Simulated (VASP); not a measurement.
# W (Im-3m) in VASP: a series of runs

Aim: see how the results for W move with the level of theory and the settings. Levels: PBEsol, LDA. Tasks: relaxation of cell and atoms, single point.

All numbers are computed with VASP 6.6.1; they aren't measurements. Logs are shortened: lines on timing, memory, paths and dates and some standing lists are left out, and cuts for length are marked.

**1. The cell of the first run**

The structure is cubic, space group Im-3m (No. 229). Conventional cell: a = 3.160 Å, b = 3.160 Å, c = 3.160 Å, α = 90.00°, β = 90.00°, γ = 90.00°. Within 3.6 Å of W (site symmetry m-3m) lie 14 W at 2.74 to 3.16 Å.

**2. Relaxation of cell and atoms, PBEsol**

Input file INCAR:

```
  PREC = Accurate
  ENCUT = 600
  EDIFF = 1E-7
  ISMEAR = 1
  SIGMA = 0.1
  LREAL = F
  LASPH = T
  NELM = 60
  ALGO = Normal
  ISIF = 3
  LWAVE = F
  LCHARG = F
  GGA = PS
  IBRION = 2
  NSW = 60
  EDIFFG = -0.005
```

Input file KPOINTS:

```
Automatic mesh
0
Gamma
  24 24 24
```

Input file POSCAR:

```
W
1.0
   -1.5800000000      1.5800000000      1.5800000000
    1.5800000000     -1.5800000000      1.5800000000
    1.5800000000      1.5800000000     -1.5800000000
W
1
Direct
    0.0000000000      0.0000000000      0.0000000000
```

Potentials or basis: VASP PAW PBE potentials, release 64 (W_sv).

Command:

```console
$ cat potpaw_PBE.64/W_sv/POTCAR > POTCAR
$ mpirun -np 1 vasp_std > vasp.out
```

OUTCAR:

```text
PREC = Accurate
   ENCUT = 600
   EDIFF = 1E-7
   ISMEAR = 1
   LREAL = F
   LASPH = T
   NELM = 60
   ISIF = 3
   GGA = PS
   IBRION = 2
   NSW = 60
   EDIFFG = -0.005

 ion  position               nearest neighbor table
   1  0.000  0.000  0.000-

  LATTYP: Found a body centered cubic cell.
 ALAT       =     3.1600000000

  Lattice vectors:

 A1 = (  -1.5800000000,   1.5800000000,   1.5800000000)
 A2 = (   1.5800000000,  -1.5800000000,   1.5800000000)
 A3 = (   1.5800000000,   1.5800000000,  -1.5800000000)

Analysis of symmetry for initial positions (statically):
=====================================================================
 Subroutine PRICEL returns:
 Original cell was already a primitive cell.

 Routine SETGRP: Setting up the symmetry group for a
 body centered cubic supercell.

 Subroutine GETGRP returns: Found 48 space group operations
 (whereof 48 operations were pure point group operations)
 out of a pool of 48 trial point group operations.

The static configuration has the point symmetry O_h .

Analysis of symmetry for dynamics (positions and initial velocities):
=====================================================================
 Subroutine PRICEL returns:
 Original cell was already a primitive cell.

 Routine SETGRP: Setting up the symmetry group for a
 body centered cubic supercell.

 Subroutine GETGRP returns: Found 48 space group operations
 (whereof 48 operations were pure point group operations)
 out of a pool of 48 trial point group operations.

The dynamic configuration has the point symmetry O_h .

 Subroutine INISYM returns: Found 48 space group operations
 (whereof 48 operations are pure point group operations),
 and found     1 'primitive' translations

----------------------------------------------------------------------------------------

                                     Primitive cell

  volume of cell :      15.7772

  direct lattice vectors                    reciprocal lattice vectors
    -1.580000000  1.580000000  1.580000000     0.000000000  0.316455696  0.316455696
     1.580000000 -1.580000000  1.580000000     0.316455696  0.000000000  0.316455696
     1.580000000  1.580000000 -1.580000000     0.316455696  0.316455696  0.000000000

  length of vectors
     2.736640276  2.736640276  2.736640276     0.447535937  0.447535937  0.447535937

  position of ions in fractional coordinates (direct lattice)
     0.000000000  0.000000000  0.000000000

  ion indices of the primitive-cell ions
   primitive index   ion index
                 1           1

----------------------------------------------------------------------------------------

 KPOINTS: Automatic mesh

Automatic generation of k-mesh.
 Grid dimensions read from file:
 generate k-points for:   24   24   24

 Generating k-lattice:

  Cartesian coordinates                     Fractional coordinates (reciprocal lattice)
     0.000000000  0.013185654  0.013185654     0.041666667  0.000000000  0.000000000
     0.013185654  0.000000000  0.013185654     0.000000000  0.041666667  0.000000000
     0.013185654  0.013185654  0.000000000     0.000000000  0.000000000  0.041666667

  Length of vectors
     0.018647331  0.018647331  0.018647331

  Shift w.r.t. Gamma in fractional coordinates (k-lattice)
     0.000000000  0.000000000  0.000000000

 Subroutine IBZKPT returns following result:
 ===========================================

 Found    413 irreducible k-points:

 Following reciprocal coordinates:
            Coordinates               Weight
  0.000000  0.000000  0.000000      1.000000
  0.041667  0.000000  0.000000     12.000000
  0.083333  0.000000  0.000000     12.000000
  0.125000  0.000000  0.000000     12.000000
  0.166667  0.000000  0.000000     12.000000
  0.208333  0.000000  0.000000     12.000000
[... 16 lines left out ...]
  0.416667  0.041667  0.000000     48.000000
  0.458333  0.041667  0.000000     48.000000
 [... further k-points ...]
   k-points           NKPTS =    413   k-points in BZ     NKDIM =    413   number of bands    NBANDS=     11
   number of dos      NEDOS =    301   number of ions     NIONS =      1
   total plane-waves  NPLWV =  13824
   dimension x,y,z NGX =    24 NGY =   24 NGZ =   24
   dimension x,y,z NGXF=    48 NGYF=   48 NGZF=   48
   ions per type =               1
   NGX,Y,Z   is equivalent  to a cutoff of  14.58, 14.58, 14.58 a.u.
   NGXF,Y,Z  is equivalent  to a cutoff of  29.16, 29.16, 29.16 a.u.
 SYSTEM =  unknown system
   PREC   = accura    normal or accurate (medium, high low for compatibility)
   ISTART =      0    job   : 0-new  1-cont  2-samecut
   ICHARG =      2    charge: 1-file 2-atom 10-const
   ISPIN  =      1    spin polarized calculation?
   LNONCOLLINEAR =      F non collinear calculations
   LSORBIT =      F    spin-orbit coupling
   LASPH  =      T    aspherical Exc in radial PAW
   ENCUT  =  600.0 eV  44.10 Ry    6.64 a.u.   5.47  5.47  5.47*2*pi/ulx,y,z
   NELM   =     60;   NELMIN=  2; NELMDL= -5     # of ELM steps
   EDIFF  = 0.1E-06   stopping-criterion for ELM
   LREAL  =      F    real-space projection
   EDIFFG = -.5E-02   stopping-criterion for IOM
   NSW    =     60    number of steps for IOM
   IBRION =      2    ionic relax: 0-MD 1-quasi-New 2-CG
   NFREE  =      1    steps in history (QN), initial steepest desc. (CG)
   ISIF   =      3    stress and relaxation
   ISYM   =      2    0-nonsym 1-usesym 2-fastsym
   POTIM  = 0.5000    time-step for ionic-motion
   TEBEG  =    0.0;   TEEND  =   0.0 temperature during run
   PSTRESS=    0.0 pullay stress
   NELECT =      14.0000    total number of electrons
   NUPDOWN=      -1.0000    fix difference up-down
   EMIN   =  10.00;   EMAX   =-10.00  energy-range for DOS
   EFERMI =   0.00;   METHOD = LEGACY
   ISMEAR =     1;   SIGMA  =   0.10  broadening in eV -4-tet -1-fermi 0-gaus
   EFERMI_NEDOS =   21; number of points for ismear=-14 and -15
   IALGO  =     38    algorithm
   IMIX   =      4    mixing-type and parameters
     AMIX     =   0.40;   BMIX     =  1.00
     AMIX_MAG =   1.60;   BMIX_MAG =  1.00
  volume/ion in A,a.u.               =      15.78       106.47
  Fermi-wavevector in a.u.,A,eV,Ry     =   1.573163  2.972847 33.672273  2.474842
  Thomas-Fermi vector in A             =   2.674489
   LORBIT       =      0    0 simple, 1 ext, 2 COOP (PROOUT), +10 PAW based schemes
   GGA     = PS    functional components
   LHFCALC =     F    Hartree Fock is set to
   AEXX    =    0.0000 exact exchange contribution
   IVDW    =     0    specifies the selected vdW correction
   LEPSILON=     F    determine dielectric tensor
   LRPA    =     F    only Hartree local field effects (RPA)
 conjugate gradient relaxation of ions
 non-spin polarized calculation
 Methfessel and Paxton  Order N= 1 SIGMA  =   0.10
  energy-cutoff  :      600.00
  volume of cell :       15.78
 maximum number of plane-waves:       543
 NGX is ok and might be reduce to    24
   NGX = 11   NGY = 11   NGZ = 11

--------------------------------------- Ionic step        1  -------------------------------------------

 number of electron      14.0000001 magnetization

 Free energy of the ion-electron system (eV)
  ---------------------------------------------------
  ext. energy  EPLUGINS =         0.00000000
  ---------------------------------------------------
  free energy    TOTEN  =       -13.80643611 eV

  energy without entropy =      -13.80633745  energy(sigma->0) =      -13.80640322

------------------------ aborting loop because EDIFF is reached ----------------------------------------

  FORCE on cell =-STRESS in cart. coord.  units (eV):
  Direction    XX          YY          ZZ          XY          YZ          ZX
  --------------------------------------------------------------------------------------
  -------------------------------------------------------------------------------------
  Total       -0.1058968     -0.1058968     -0.1058968      0.0000000      0.0000000      0.0000000
  in kB      -10.7538042    -10.7538042    -10.7538042      0.0000000      0.0000000      0.0000000
  external PRESSURE =     -10.7538042 kB  Pullay stress =       0.0000000 kB
[... 55 lines left out ...]
  energy  without entropy=      -13.8041908334  energy(sigma->0) =      -13.80426392

--------------------------------------- Ionic step        3  -------------------------------------------

 number of electron      14.0000001 magnetization

 Free energy of the ion-electron system (eV)
  ---------------------------------------------------
  ext. energy  EPLUGINS =         0.00000000
  ---------------------------------------------------
  free energy    TOTEN  =       -13.80661436 eV

  energy without entropy =      -13.80650997  energy(sigma->0) =      -13.80657956

 E-fermi :  11.4343     XC(G=0): -13.8068

 val. band max:       11.4293649455   @ k =   0.1667   0.0000   0.0000
 cond. band min:      11.4345673510   @ k =  -0.2917   0.3333   0.1667
 fundamental gap:      0.0052024056
 Fermi energy:        11.4342586280

 k-point     1 :       0.0000    0.0000    0.0000
  band No.  band energies     occupation
      1     -62.7463      2.00000
      2     -26.2919      2.00000
      3     -26.2919      2.00000
      4     -26.2919      2.00000
      5       1.6939      2.00000
      6      10.1416      2.00000
      7      10.1416      2.00000
      8      10.1416      2.00000
      9      13.6454      0.00000
     10      13.6454      0.00000
     11      25.9517      0.00000
[... 309 lines left out ...]
 k-point    24 :       0.4583    0.0417    0.0000
  band No.  band energies     occupation
      1     -62.6066      2.00000
      2     -27.6081      2.00000
      3     -26.7284      2.00000
      4     -26.3096      2.00000
      5       5.1139      2.00000
      6       7.8018      2.00000
      7      11.8682     -0.00000
      8      13.5327      0.00000
      9      14.6248      0.00000
     10      17.6600      0.00000
     11      22.5492      0.00000

 [... further k-points ...]
[... 5 lines left out ...]
  --------------------------------------------------------------------------------------
  -------------------------------------------------------------------------------------
  Total        0.0000376      0.0000376      0.0000376      0.0000000      0.0000000      0.0000000
  in kB        0.0038344      0.0038344      0.0038344      0.0000000      0.0000000      0.0000000
  external PRESSURE =       0.0038344 kB  Pullay stress =       0.0000000 kB
[... 16 lines left out ...]
  FREE ENERGIE OF THE ION-ELECTRON SYSTEM (eV)
  ---------------------------------------------------
  free  energy   TOTEN  =       -13.8066143559 eV

  energy  without entropy=      -13.8065099696  energy(sigma->0) =      -13.80657956

 reached required accuracy - stopping structural energy minimisation
```

Run time: 96 s. Hardware: 1 thread of Intel Xeon Platinum 8259CL at 2.50GHz (Skylake/Cascade Lake), shared host; peak memory 0.22 GiB.

What came out:

| Item | Value |
| --- | --- |
| Free energy | -13.8066 eV |
| Relaxed volume | 15.72 Å³/atom |
| Relaxed cell | a = 2.734 Å, b = 2.734 Å, c = 2.734 Å, α = 109.47°, β = 109.47°, γ = 109.47° |
| Space group after relaxing (to 0.1 Å) | Im-3m (No. 229) |
| Energy gained by relaxing | 0.2 meV/atom |
| Ionic steps | 3 |
| Pressure after relaxing | 0.0 GPa |
| Band gap on the k mesh | zero (bands 7 and 8 overlap by 6.48 eV) |

Step by step:
| step | energy change (eV) | largest force (eV/Å) | pressure (GPa) | volume (Å³) |
| --- | --- | --- | --- | --- |
| 1 | 0.0000 | 0.0000 | -1.08 | 15.78 |
| 2 | 0.0021 | 0.0000 | 4.00 | 15.54 |
| 3 | -0.0002 | 0.0000 | 0.00 | 15.72 |

Final structure:
```xyz
1
Lattice="-1.5782 1.5782 1.5782 1.5782 -1.5782 1.5782 1.5782 1.5782 -1.5782" Properties=species:S:1:pos:R:3 pbc="T T T"
W     0.0000    0.0000    0.0000
```

Caveat: the PAW data sets were made with another functional, which shifts forces and pressure a little; spin-orbit coupling is left out, which moves the levels of the heavy elements.

**3. Single point, LDA**

This run uses another cell than the first one, of 15.41 Å³/atom.

Input file INCAR:

```
PREC = Accurate
ENCUT = 520
EDIFF = 1E-6
ISMEAR = 1
SIGMA = 0.1
LREAL = False
LASPH = True
NELM = 60
ALGO = Normal
ISIF = 2
LWAVE = False
LCHARG = False
GGA = CA
NBANDS = 13
```

Input file KPOINTS:

```
regular mesh
0
Gamma
  36 36 36
```

Input file POSCAR:

```
W
1.0
   -1.5675063760      1.5675063760      1.5675063760
    1.5675063760     -1.5675063760      1.5675063760
    1.5675063760      1.5675063760     -1.5675063760
W
1
Direct
    0.0000000000      0.0000000000      0.0000000000
```

Potentials or basis: VASP PAW LDA potentials, release 64 (W_sv).

Command:

```console
$ cat potpaw_LDA.64/W_sv/POTCAR > POTCAR
$ mpirun -np 1 vasp_std > vasp.out
```

It took 2 min on 1 thread of Intel Xeon Platinum 8259CL at 2.50GHz (Skylake/Cascade Lake), shared host; peak memory 0.32 GiB.

It converged, with:

```yaml
Free_energy: -14.1040 eV
Pressure: 2.0 GPa
Band_gap_on_the_k_mesh: zero (bands 7 and 8 overlap by 6.66 eV)
```

Levels at points of the mesh, in eV from the Fermi level:
```tsv
k point	band 5	band 6	band 7	band 8	band 9	band 10
(0.00, 0.00, 0.00)	-9.75	-1.37	-1.37	-1.37	2.20	2.20
(0.50, 0.00, 0.00)	-6.50	-3.78	0.89	2.12	3.12	6.34
(0.50, 0.50, 0.50)	-6.14	-6.14	5.30	5.30	5.30	8.53
```

Caveat: spin-orbit coupling is left out, which moves the levels of the heavy elements.

**4. Single point, PBEsol**

Input file INCAR:

```
  ALGO = Normal
  EDIFF = 1E-6
  ENCUT = 520
  GGA = PS
  ISIF = 2
  ISMEAR = 1
  LASPH = True
  LCHARG = False
  LREAL = False
  LWAVE = False
  NBANDS = 13
  NELM = 60
  PREC = Accurate
  SIGMA = 0.1
```

Input file KPOINTS:

```
k-points
0
Gamma
  36 36 36
```

Input file POSCAR:

```
W
1.0
   -1.5800000000      1.5800000000      1.5800000000
    1.5800000000     -1.5800000000      1.5800000000
    1.5800000000      1.5800000000     -1.5800000000
W
1
Direct
    0.0000000000      0.0000000000      0.0000000000
```

Potentials or basis: VASP PAW PBE potentials, release 64 (W_sv).

Command:

```console
$ cat potpaw_PBE.64/W_sv/POTCAR > POTCAR
$ mpirun -np 1 vasp_std > vasp.out
```

It took 1.9 min on 1 thread of Intel Xeon Platinum 8259CL at 2.50GHz (Skylake/Cascade Lake), shared host; peak memory 0.33 GiB.

The run converged. Its results:

```
Free energy            : -13.8047 eV
Pressure               : -1.1 GPa
Band gap on the k mesh : zero (bands 7 and 8 overlap by 6.45 eV)
```

Levels at points of the mesh, in eV from the Fermi level:
```tsv
k point	band 3	band 4	band 5	band 6	band 7	band 8	band 9	band 10	band 11	band 12
(0.00, 0.00, 0.00)	-37.73	-37.73	-9.71	-1.28	-1.28	-1.28	2.21	2.21	14.52	14.52
(0.50, 0.00, 0.00)	-38.16	-37.74	-6.36	-3.63	0.68	2.11	3.10	6.17	11.11	11.48
(0.50, 0.50, 0.50)	-38.65	-38.65	-5.92	-5.92	5.18	5.18	5.18	8.26	8.26	8.26
```

Caveat: the PAW data sets were made with another functional, which shifts forces and pressure a little; spin-orbit coupling is left out, which moves the levels of the heavy elements.

**5. The runs side by side**

| task | level | potentials or basis | cell | k mesh | cutoff (eV) | gap on the mesh (eV) | pressure (GPa) |
| --- | --- | --- | --- | --- | --- | --- | --- |
| relaxation of cell and atoms | PBEsol | VASP PAW PBE potentials, release 64 (W_sv) | relaxed from a = 2.737 Å, angles 109.5°, 1 atom | 24 × 24 × 24 | 600 | none | 0.0 |
| single point | LDA | VASP PAW LDA potentials, release 64 (W_sv) | a = 2.715 Å, angles 109.5°, 1 atom | 36 × 36 × 36 | 520 | none | 2.0 |
| single point | PBEsol | VASP PAW PBE potentials, release 64 (W_sv) | a = 2.737 Å, angles 109.5°, 1 atom | 36 × 36 × 36 | 520 | none | -1.1 |

Alike in all rows: no spin polarisation; smearing methfessel-paxton 0.1 eV.

Caveats: spin-orbit coupling is left out, which moves the levels of the heavy elements; the PAW data sets were made with another functional, which shifts forces and pressure a little (at least some runs).

Absolute energies hang on the potentials; compare differences alone.
